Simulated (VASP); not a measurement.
SnO2: single point with PBE+D3(BJ)

SnO2:

```
CELL_PARAMETERS angstrom
-3.23725 0.00000 0.00000
-1.61863 -2.80354 0.00000
-1.45676 -0.84106 12.62548
ATOMIC_POSITIONS crystal
Sn 0.51370 0.51370 0.50988
Sn 0.94902 0.94902 0.16995
Sn 0.07839 0.07839 0.84982
O 0.59214 0.59214 0.24841
O 0.72152 0.72152 0.92827
O 0.15683 0.15683 0.58834
O 0.43526 0.43526 0.77136
O 0.87057 0.87057 0.43143
O 0.30589 0.30589 0.09149
```

```json
{
 "Program": "VASP 6.6.1",
 "Task": "single point",
 "Functional": "PBE",
 "Dispersion": "D3(BJ)",
 "Potentials or basis": "VASP PAW PBE potentials, release 64 (Sn_d, O)",
 "Cutoff": "520 eV",
 "k mesh": "9 × 9 × 2",
 "Occupations": "gaussian, width 0.05 eV",
 "Spin": "no spin polarisation",
 "Dipole correction": "no",
 "Further INCAR settings": "ALGO = Normal; EDIFF = 1e-06; NBANDS = 49"
}
```

```json
{
 "Pressure": "1.4 GPa",
 "Largest force": "0.281 eV/Å",
 "Band gap on the k mesh": "1.38 eV, direct",
 "Dispersion energy per atom": "-0.206 eV"
}
```

Forces on the atoms (eV/Å):
```
Sn   0.000  0.000  0.000
Sn   0.024  0.014  0.279
Sn  -0.024 -0.014 -0.279
O    0.004  0.002  0.055
O    0.083  0.048 -0.152
O    0.000  0.000  0.057
O   -0.004 -0.002 -0.055
O    0.000  0.000 -0.057
O   -0.083 -0.048  0.152
```

Stress tensor (GPa, compression positive):
```
 0.83 -0.26 -0.07
-0.26  1.13 -0.04
-0.07 -0.04  2.38
```

Levels at points of the mesh, in eV from the valence-band top:
```tsv
k point	band 37	band 38	band 39	band 40	band 41	band 42
(0.00, 0.00, 0.00)	-1.21	-1.16	0.00	1.38	2.95	3.12
(0.00, 0.00, 0.50)	-1.14	-0.75	-0.60	2.00	2.17	3.47
```

Wall time 4.1 min on 1 thread of Intel(R) Xeon(R) Platinum 8488C (Sapphire Rapids), on a shared host, peak memory 0.36 GiB.

Caveat: spin-orbit coupling is left out, which moves the levels of the heavy elements. A hybrid or GW would open this gap; PBE tends to underestimate it.
